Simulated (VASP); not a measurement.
# NaCl (lda) (Fm-3m) in VASP: a series of runs, part 2 of 2

VASP 6.6.1.

### Step 4. Relaxation of cell and atoms, LDA, target pressure 12 GPa, at which the enthalpy is minimised

File INCAR:

```
SYSTEM = NaCl
  PREC = Accurate
  ENCUT = 600
  EDIFF = 1E-6
  ISMEAR = 0
  SIGMA = 0.02
  LREAL = .False.
  LASPH = .True.
  NELM = 60
  ALGO = Normal
  ISIF = 3
  LWAVE = .False.
  LCHARG = .False.
  GGA = CA
  IBRION = 2
  NSW = 100
  EDIFFG = -0.002
  PSTRESS = 120.0
```

File KPOINTS:

```
regular mesh
0
Gamma
  8 8 8
  0 0 0
```

File POSCAR:

```
NaCl
1.0
    0.0000000000      2.5376818877      2.5376818877
    2.5376818877      0.0000000000      2.5376818877
    2.5376818877      2.5376818877      0.0000000000
Na Cl
1 1
Direct
    0.0000000000      0.0000000000      0.0000000000
    0.5000000000      0.5000000000      0.5000000000
```

Potentials or basis: VASP PAW LDA potentials, release 64 (Na_pv, Cl).

Launch:

```sh
cat potpaw_LDA.64/Na_pv/POTCAR potpaw_LDA.64/Cl/POTCAR > POTCAR
mpirun -np 1 vasp_std > vasp.out
```

OUTCAR:

```text
SYSTEM = NaCl
   PREC = Accurate
   ENCUT = 600
   EDIFF = 1E-6
   ISMEAR = 0
   LREAL = .False.
   LASPH = .True.
   NELM = 60
   ISIF = 3
   GGA = CA
   IBRION = 2
   NSW = 100
   EDIFFG = -0.002
   PSTRESS = 120.0

 ion  position               nearest neighbor table
   1  0.000  0.000  0.000-   2 2.54   2 2.54   2 2.54   2 2.54   2 2.54   2 2.54
   2  0.500  0.500  0.500-   1 2.54   1 2.54   1 2.54   1 2.54   1 2.54   1 2.54

  LATTYP: Found a face centered cubic cell.
 ALAT       =     5.0753637754

  Lattice vectors:

 A1 = (   0.0000000000,   2.5376818877,   2.5376818877)
 A2 = (   2.5376818877,   0.0000000000,   2.5376818877)
 A3 = (   2.5376818877,   2.5376818877,   0.0000000000)

Analysis of symmetry for initial positions (statically):
=====================================================================
 Subroutine PRICEL returns:
 Original cell was already a primitive cell.

 Routine SETGRP: Setting up the symmetry group for a
 face centered cubic supercell.

 Subroutine GETGRP returns: Found 48 space group operations
 (whereof 48 operations were pure point group operations)
 out of a pool of 48 trial point group operations.

The static configuration has the point symmetry O_h .

Analysis of symmetry for dynamics (positions and initial velocities):
=====================================================================
 Subroutine PRICEL returns:
 Original cell was already a primitive cell.

 Routine SETGRP: Setting up the symmetry group for a
 face centered cubic supercell.

 Subroutine GETGRP returns: Found 48 space group operations
 (whereof 48 operations were pure point group operations)
 out of a pool of 48 trial point group operations.

The dynamic configuration has the point symmetry O_h .

 Subroutine INISYM returns: Found 48 space group operations
 (whereof 48 operations are pure point group operations),
 and found     1 'primitive' translations

----------------------------------------------------------------------------------------

                                     Primitive cell

  volume of cell :      32.6845

  direct lattice vectors                    reciprocal lattice vectors
     0.000000000  2.537681888  2.537681888    -0.197030212  0.197030212  0.197030212
     2.537681888  0.000000000  2.537681888     0.197030212 -0.197030212  0.197030212
     2.537681888  2.537681888  0.000000000     0.197030212  0.197030212 -0.197030212

  length of vectors
     3.588824143  3.588824143  3.588824143     0.341266338  0.341266338  0.341266338

  position of ions in fractional coordinates (direct lattice)
     0.000000000  0.000000000  0.000000000
     0.500000000  0.500000000  0.500000000

  ion indices of the primitive-cell ions
   primitive index   ion index
                 1           1
                 2           2

----------------------------------------------------------------------------------------

 KPOINTS: regular mesh

Automatic generation of k-mesh.
 Grid dimensions read from file:
 generate k-points for:    8    8    8

[... 49 lines left out ...]
   dimension x,y,z NGXF=    60 NGYF=   60 NGZF=   60
   ions per type =               1   1
   NGX,Y,Z   is equivalent  to a cutoff of  13.90, 13.90, 13.90 a.u.
   NGXF,Y,Z  is equivalent  to a cutoff of  27.79, 27.79, 27.79 a.u.
 SYSTEM =  NaCl
   PREC   = accura    normal or accurate (medium, high low for compatibility)
   ISTART =      0    job   : 0-new  1-cont  2-samecut
   ICHARG =      2    charge: 1-file 2-atom 10-const
   ISPIN  =      1    spin polarized calculation?
   LNONCOLLINEAR =      F non collinear calculations
   LSORBIT =      F    spin-orbit coupling
   LASPH  =      T    aspherical Exc in radial PAW
   ENCUT  =  600.0 eV  44.10 Ry    6.64 a.u.   7.17  7.17  7.17*2*pi/ulx,y,z
   NELM   =     60;   NELMIN=  2; NELMDL= -5     # of ELM steps
   EDIFF  = 0.1E-05   stopping-criterion for ELM
   LREAL  =      F    real-space projection
   EDIFFG = -.2E-02   stopping-criterion for IOM
   NSW    =    100    number of steps for IOM
   IBRION =      2    ionic relax: 0-MD 1-quasi-New 2-CG
   NFREE  =      1    steps in history (QN), initial steepest desc. (CG)
   ISIF   =      3    stress and relaxation
   ISYM   =      2    0-nonsym 1-usesym 2-fastsym
   POTIM  = 0.5000    time-step for ionic-motion
   TEBEG  =    0.0;   TEEND  =   0.0 temperature during run
   PSTRESS=  120.0 pullay stress
   NELECT =      14.0000    total number of electrons
   NUPDOWN=      -1.0000    fix difference up-down
   EMIN   =  10.00;   EMAX   =-10.00  energy-range for DOS
   EFERMI =   0.00;   METHOD = LEGACY
   ISMEAR =     0;   SIGMA  =   0.02  broadening in eV -4-tet -1-fermi 0-gaus
   EFERMI_NEDOS =   21; number of points for ismear=-14 and -15
   IALGO  =     38    algorithm
   IMIX   =      4    mixing-type and parameters
     AMIX     =   0.40;   BMIX     =  1.00
     AMIX_MAG =   1.60;   BMIX_MAG =  1.00
  volume/ion in A,a.u.               =      16.34       110.28
  Fermi-wavevector in a.u.,A,eV,Ry     =   1.234062  2.332039 20.720437  1.522909
  Thomas-Fermi vector in A             =   2.368767
   LORBIT       =      0    0 simple, 1 ext, 2 COOP (PROOUT), +10 PAW based schemes
   GGA     = CA    functional components
   LHFCALC =     F    Hartree Fock is set to
   AEXX    =    0.0000 exact exchange contribution
   IVDW    =     0    specifies the selected vdW correction
   LEPSILON=     F    determine dielectric tensor
   LRPA    =     F    only Hartree local field effects (RPA)
 conjugate gradient relaxation of ions
 non-spin polarized calculation
 Gauss-broadening in eV      SIGMA  =   0.02
  energy-cutoff  :      600.00
  volume of cell :       32.68
 maximum number of plane-waves:      1106
 NGX is ok and might be reduce to    30
   NGX = 15   NGY = 15   NGZ = 15

--------------------------------------- Ionic step        1  -------------------------------------------

 number of electron      14.0000005 magnetization

 Free energy of the ion-electron system (eV)
  ---------------------------------------------------
  ext. energy  EPLUGINS =         0.00000000
  ---------------------------------------------------
  free energy    TOTEN  =        -7.13908336 eV

  energy without entropy =       -7.13908336  energy(sigma->0) =       -7.13908336

------------------------ aborting loop because EDIFF is reached ----------------------------------------

  FORCE on cell =-STRESS in cart. coord.  units (eV):
  Direction    XX          YY          ZZ          XY          YZ          ZX
  --------------------------------------------------------------------------------------
  -------------------------------------------------------------------------------------
  Total        2.4806821      2.4806821      2.4806821      0.0000000      0.0000000     -0.0000000
  in kB      121.6018416    121.6018416    121.6018416      0.0000000      0.0000000     -0.0000000
  external PRESSURE =       1.6018416 kB  Pullay stress =     120.0000000 kB
[... 101 lines left out ...]
--------------------------------------- Ionic step        4  -------------------------------------------

 number of electron      14.0000005 magnetization

 Free energy of the ion-electron system (eV)
  ---------------------------------------------------
  ext. energy  EPLUGINS =         0.00000000
  ---------------------------------------------------
  free energy    TOTEN  =        -7.14353568 eV

  energy without entropy =       -7.14353568  energy(sigma->0) =       -7.14353568

 E-fermi :   1.4906     XC(G=0): -10.1547

 val. band max:        1.3512778574   @ k =   0.0000   0.0000   0.0000
 cond. band min:       7.5682961668   @ k =   0.0000   0.0000   0.0000
 fundamental gap:      6.2170183094
 Fermi energy:         1.4906446390

 k-point     1 :       0.0000    0.0000    0.0000
  band No.  band energies     occupation
      1     -19.1134      2.00000
      2     -19.1134      2.00000
      3     -19.1134      2.00000
      4     -12.2224      2.00000
      5       1.3513      2.00000
      6       1.3513      2.00000
      7       1.3513      2.00000
      8       7.5683      0.00000
      9      12.3357      0.00000
     10      12.3357      0.00000
     11      12.3357      0.00000
[... 309 lines left out ...]
 k-point    24 :      -0.3750    0.2500    0.1250
  band No.  band energies     occupation
      1     -19.2160      2.00000
      2     -19.1448      2.00000
      3     -19.1294      2.00000
      4     -11.2964      2.00000
      5      -1.4367      2.00000
      6      -0.0112      2.00000
      7       0.5867      2.00000
      8      10.0704      0.00000
      9      11.4745      0.00000
     10      12.9438      0.00000
     11      13.8922      0.00000

 [... further k-points ...]

------------------------ aborting loop because EDIFF is reached ----------------------------------------

  FORCE on cell =-STRESS in cart. coord.  units (eV):
  Direction    XX          YY          ZZ          XY          YZ          ZX
  --------------------------------------------------------------------------------------
  -------------------------------------------------------------------------------------
  Total        2.4496207      2.4496207      2.4496207     -0.0000000      0.0000000      0.0000000
  in kB      119.8625549    119.8625549    119.8625549     -0.0000000      0.0000000      0.0000000
  external PRESSURE =      -0.1374451 kB  Pullay stress =     120.0000000 kB
[... 21 lines left out ...]
  energy  without entropy=       -7.1435356845  energy(sigma->0) =       -7.14353568

  enthalpy is  TOTEN    =        -4.6911060622 eV   P V=        2.4524296223

 reached required accuracy - stopping structural energy minimisation
```

Wall time 18 s (1 thread of AMD EPYC 7R43 (Zen 3), shared host); peak memory 0.11 GiB.

Results:

* Free energy: -7.1435 eV
* Relaxed volume: 16.37 Å³/atom
* Relaxed cell: a = 3.591 Å, b = 3.591 Å, c = 3.591 Å, α = 60.00°, β = 60.00°, γ = 60.00°
* Space group after relaxing (to 0.05 Å): Fm-3m (No. 225)
* Energy change on relaxing (the enthalpy is what falls): -2.2 meV/atom
* Ionic steps: 4
* Pressure after relaxing: 12.0 GPa
* Band gap on the k mesh: 6.22 eV, direct

The path:
| step | energy change (eV) | largest force (eV/Å) | pressure (GPa) | volume (Å³) |
| --- | --- | --- | --- | --- |
| 1 | 0.0000 | 0.0000 | 12.16 | 32.68 |
| 2 | -0.0058 | 0.0000 | 11.93 | 32.76 |
| 3 | -0.0040 | 0.0000 | 12.02 | 32.74 |
| 4 | -0.0045 | 0.0000 | 11.99 | 32.74 |

Final structure:
```xyz
2
Lattice="0.0000 2.5392 2.5392 2.5392 0.0000 2.5392 2.5392 2.5392 0.0000" Properties=species:S:1:pos:R:3 pbc="T T T"
Na    2.5392    2.5392    5.0784
Cl    2.5392    2.5392    2.5392
```

Levels at points of the mesh, in eV from the valence-band top:
```
           k point  band 4  band 5  band 6  band 7  band 8  band 9  band 10  band 11
(0.00, 0.00, 0.00)  -13.57    0.00    0.00    0.00    6.22   10.98    10.98    10.98
(0.50, 0.00, 0.00)  -12.70   -3.22   -0.53   -0.53    7.38   11.35    11.35    13.05
(0.50, 0.50, 0.00)  -12.66   -2.76   -1.01   -1.01    7.21    8.04    13.43    16.22
```

Caveat: the cell is relaxed towards a set pressure, so the enthalpy falls and the energy may rise.

### Step 5. Relaxation of cell and atoms, LDA, target pressure 12 GPa, at which the enthalpy is minimised

This run uses another cell than the first one, of 22.19 Å³/atom, 1.358 times its volume.

File INCAR:

```
SYSTEM = NaCl
PREC = Accurate ; ENCUT = 600
EDIFF = 1E-6 ; ISMEAR = 0
SIGMA = 0.02 ; LREAL = .FALSE.
LASPH = .TRUE. ; NELM = 60
ALGO = Normal ; ISIF = 3
LWAVE = .FALSE. ; LCHARG = .FALSE.
GGA = CA ; IBRION = 2
NSW = 100 ; EDIFFG = -0.002
PSTRESS = 120.0
```

File KPOINTS:

```
Automatic mesh
0
G
  8 8 8
  0 0 0
```

File POSCAR:

```
NaCl
1.0
    0.0000000000      2.8100000000      2.8100000000
    2.8100000000      0.0000000000      2.8100000000
    2.8100000000      2.8100000000      0.0000000000
Na Cl
1 1
Direct
    0.0000000000      0.0000000000      0.0000000000
    0.5000000000      0.5000000000      0.5000000000
```

Launch:

```sh
cat potpaw_LDA.64/Na_pv/POTCAR potpaw_LDA.64/Cl/POTCAR > POTCAR
mpirun -np 1 vasp_std > vasp.out
```

It took 21 s on 1 thread of AMD EPYC 7R43 (Zen 3), shared host; peak memory 0.12 GiB.

It converged, with:

| Property | Result |
| --- | --- |
| Free energy | -7.1460 eV |
| Relaxed volume | 16.38 Å³/atom |
| Relaxed cell | a = 3.591 Å, b = 3.591 Å, c = 3.591 Å, α = 60.00°, β = 60.00°, γ = 60.00° |
| Space group after relaxing (to 0.05 Å) | Fm-3m (No. 225) |
| Energy change on relaxing (the enthalpy is what falls) | +108.7 meV/atom |
| Ionic steps | 3 |
| Pressure after relaxing | 12.0 GPa |
| Band gap on the k mesh | 6.21 eV, direct |

Step by step:
| step | energy change (eV) | largest force (eV/Å) | pressure (GPa) | volume (Å³) |
| --- | --- | --- | --- | --- |
| 1 | 0.0000 | 0.0000 | -2.19 | 44.38 |
| 2 | 0.2055 | 0.0000 | 11.58 | 32.92 |
| 3 | 0.2173 | 0.0000 | 12.01 | 32.76 |

Final structure:
```
CELL_PARAMETERS angstrom
0.00000 2.53955 2.53955
2.53955 0.00000 2.53955
2.53955 2.53955 0.00000
ATOMIC_POSITIONS crystal
Na 0.00000 0.00000 0.00000
Cl 0.50000 0.50000 0.50000
```

Levels at points of the mesh, in eV from the valence-band top:
```tsv
k point	band 3	band 4	band 5	band 6	band 7	band 8	band 9	band 10	band 11
(0.00, 0.00, 0.00)	-20.46	-13.57	0.00	0.00	0.00	6.21	10.98	10.98	10.98
(0.50, 0.00, 0.00)	-20.47	-12.70	-3.22	-0.53	-0.53	7.38	11.35	11.35	13.05
(0.50, 0.50, 0.00)	-20.50	-12.66	-2.76	-1.00	-1.00	7.21	8.04	13.43	16.22
```

Caveat: the cell is relaxed towards a set pressure, so the enthalpy falls and the energy may rise; the volume moved by over 15 % at a fixed basis, so the end points are rough. LDA usually gives volumes a few per cent too small.

### Step 6. Overview

```tsv
task	cell	cutoff (eV)	gap on the mesh (eV)	pressure (GPa)
single point	a = 3.589 Å, angles 60.0°, 2 atoms	520	6.23	12.1
relaxation of cell and atoms	relaxed to 12 GPa from a = 3.589 Å, angles 60.0°, 2 atoms	600	6.22	12.0
relaxation of cell and atoms	relaxed to 12 GPa from a = 3.974 Å, angles 60.0°, 2 atoms	600	6.21	12.0
```

Alike in all rows: level LDA; potentials or basis VASP PAW LDA potentials, release 64 (Na_pv, Cl); no spin polarisation; k mesh 8 × 8 × 8; smearing gaussian 0.02 eV.

Caveats: the cell is relaxed towards a set pressure, so the enthalpy falls and the energy may rise (some runs); the volume moved by over 15 % at a fixed basis, so the end points are rough (some runs).

Total energies depend on the potentials used, so only differences within one code and one set of settings carry meaning.
